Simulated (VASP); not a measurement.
Au:

```
CELL_PARAMETERS angstrom
1.55744 0.89919 7.52703
-1.55744 0.89919 7.52703
0.00000 -1.79838 7.52703
ATOMIC_POSITIONS crystal
Au 0.00000 0.00000 0.00000
Au 0.22222 0.22222 0.22222
Au 0.77778 0.77778 0.77778
```

```yaml
Program: VASP 6.6.1
Task: relaxation of cell and atoms
Functional: r2SCAN
Potentials_or_basis: VASP PAW PBE potentials, release 64 (Au)
Cutoff: 600 eV
k_mesh: 6 × 6 × 6
Occupations: gaussian, width 0.1 eV
Spin: no spin polarisation
```

At the start: pressure -15.3 GPa; volume 21.08 Å³/atom.

Question: Where does the relaxation end?

Answer: Over 4 steps the energy falls by 193.4 meV/atom and the volume is 17.74 Å³/atom (-15.9 %); space group R-3m (No. 166, to 0.05 Å).

The path:
| step | energy change (eV) | largest force (eV/Å) | pressure (GPa) | volume (Å³) |
| --- | --- | --- | --- | --- |
| 1 | 0.0000 | 0.0080 | -15.29 | 63.25 |
| 2 | -0.0821 | 0.1256 | 28.35 | 46.56 |
| 3 | -0.5801 | 0.0282 | -0.39 | 53.39 |
| 4 | -0.5803 | 0.0303 | 0.11 | 53.21 |

Final structure:
```
Au
1.0
     1.47207    0.84990    7.08786
    -1.47207    0.84990    7.08786
     0.00000   -1.69980    7.08786
Au
3
Direct
  0.00000 0.00000 0.00000
  0.22223 0.22223 0.22223
  0.77777 0.77777 0.77777
```

Caveat: the k points lie up to 0.41 Å⁻¹ apart in the final cell; the volume moved by over 15 % at a fixed basis, so the end points are rough; the PAW data sets were made with another functional, which shifts forces and pressure a little.
